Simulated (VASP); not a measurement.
Here is a VASP 6.6.1 calculation.

INCAR

```
PREC = Accurate ; ENCUT = 520
EDIFF = 1E-6 ; ISMEAR = 0
SIGMA = 0.5 ; LREAL = False
LASPH = True ; NELM = 60
ALGO = Normal ; ISIF = 2
LWAVE = False ; LCHARG = False
LDIPOL = True ; IDIPOL = 3
DIPOL = 0.5 0.5 0.500 ; GGA = PE
NBANDS = 26
```

KPOINTS

```
regular mesh
0
Gamma
  9 9 1
```

Contents of POSCAR:

```
BAs
1.0
    3.4003508765      0.0000000000      0.0000000000
   -1.7001754383      2.9447902409      0.0000000000
    0.0000000000      0.0000000000     24.0232183101
As B
4 4
Direct
    0.0000000000      0.0000000000      0.3121979704
    0.3333333333      0.6666666667      0.4277684502
    0.6666666667      0.3333333333      0.5433389299
    0.0000000000      0.0000000000      0.6589094096
    0.3333333333      0.6666666667      0.3410905904
    0.6666666667      0.3333333333      0.4566610701
    0.0000000000      0.0000000000      0.5722315498
    0.3333333333      0.6666666667      0.6878020296
```

Potentials or basis: VASP PAW PBE potentials, release 64 (As, B).

The run is started by

```bash
$ cat potpaw_PBE.64/As/POTCAR potpaw_PBE.64/B/POTCAR > POTCAR
$ mpirun -np 1 vasp_std > vasp.out
```

Task: Predict the band gap on the k mesh.

Result: Zero (filled and empty bands overlap).

Task: What does it give for the largest force?

Result: 2.162 eV/Å.

Forces on the atoms (eV/Å):
```
As   0.000  0.000  0.094
As   0.000  0.000  0.121
As   0.000  0.000  0.192
As   0.000  0.000  2.162
B    0.000  0.000 -0.283
B    0.000  0.000 -0.088
B    0.000  0.000 -0.483
B    0.000  0.000 -1.714
```
